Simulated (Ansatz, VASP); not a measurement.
**Two plane-wave programs on SiC**

The input POSCAR:

```
SiC
1.0
    0.0000000000      2.1780523476      2.1780523476
    2.1780523476      0.0000000000      2.1780523476
    2.1780523476      2.1780523476      0.0000000000
Si C
1 1
Direct
    0.0000000000      0.0000000000      0.0000000000
    0.2500000000      0.2500000000      0.2500000000
```

The input INCAR.step1:

```
SYSTEM = SiC
ALGO     = Normal         ! electronic algorithm
EDIFF    = 1E-5           ! SCF threshold, eV
ENCUT    = 1000           ! plane-wave cutoff, eV
GGA      = PE             ! functional
GGA_COMPAT= .False.      
ISIF     = 2              ! what is computed and relaxed
ISMEAR   = 0              ! smearing method
LASPH    = .True.         ! aspherical terms in the spheres
LCHARG   = .False.        ! write CHGCAR
LREAL    = .False.        ! projectors in reciprocal space
LWAVE    = .True.         ! write WAVECAR
NBANDS   = 11             ! bands
NELM     = 120            ! most SCF steps
PREC     = Accurate       ! precision mode
SIGMA    = 0.01           ! smearing width, eV
```

File INCAR.step2:

```
SYSTEM = SiC
AEXX     = 1.0            ! exact-exchange fraction
AGGAC    = 1.0          
ALDAC    = 1.0          
ALGO     = Normal         ! electronic algorithm
EDIFF    = 1E-6           ! SCF threshold, eV
ENCUT    = 1000           ! plane-wave cutoff, eV
GGA      = PE             ! functional
GGA_COMPAT= .False.      
HFSCREEN = 0.1            ! screening, 1/A
ISIF     = 2              ! what is computed and relaxed
ISMEAR   = 0              ! smearing method
ISTART   = 1            
LASPH    = .True.         ! aspherical terms in the spheres
LCHARG   = .False.        ! write CHGCAR
LHFCALC  = .True.         ! exact exchange
LREAL    = .False.        ! projectors in reciprocal space
LWAVE    = .False.        ! write WAVECAR
NBANDS   = 11             ! bands
NELM     = 120            ! most SCF steps
PREC     = Accurate       ! precision mode
PRECFOCK = Normal       
SIGMA    = 0.01           ! smearing width, eV
```

Contents of KPOINTS:

```
k-points
0
Gamma
  4 4 4
  0 0 0
```

Input for Ansatz:

```yaml
crystal:
  lattice:
    - [0.0, 2.1780523476, 2.1780523476]
    - [2.1780523476, 0.0, 2.1780523476]
    - [2.1780523476, 2.1780523476, 0.0]
  atoms:
    - { symbol: Si, position: [0.0, 0.0, 0.0] }
    - { symbol: C, position: [0.25, 0.25, 0.25] }
kpoints:
  mp_grid: { grid: [4, 4, 4] }
hamiltonian:
  xc: { exchange: pbe, correlation: pbe, exx: { coeff: 1.0, omega: 0.1 } }
scf:
  occupations: { method: fixed }
  n_extra_bands: 4
output:
  forces: true
  stress: true
  eigenvalues: true
```

Alike in both runs: task single point; functional PBE-based screened hybrid with a share of 1.0 of exact exchange and HFSCREEN = 0.1; k mesh 4 × 4 × 4; no spin polarisation.

```csv
,VASP,Ansatz
version,VASP 6.6.1,Ansatz 0.2.0
potentials or method,"VASP PAW PBE potentials, release 64 (Si, C_h)",plane waves
plane-wave cutoff (eV),1000,420
occupations,"gaussian, width 0.01 eV",fixed
valence electrons in the cell,8,8
```

|  | VASP | Ansatz | Ansatz less VASP |
| --- | --- | --- | --- |
| gap on the k mesh at the Fermi level (eV) | 6.79 | 6.63 | -0.155 |

VASP's potentials were made for PBE, not for PBE-based screened hybrid. Ansatz's warnings: stress exchange threshold loose, stress scf threshold loose.

The k mesh is coarse, so the values compare programs but aren't converged.
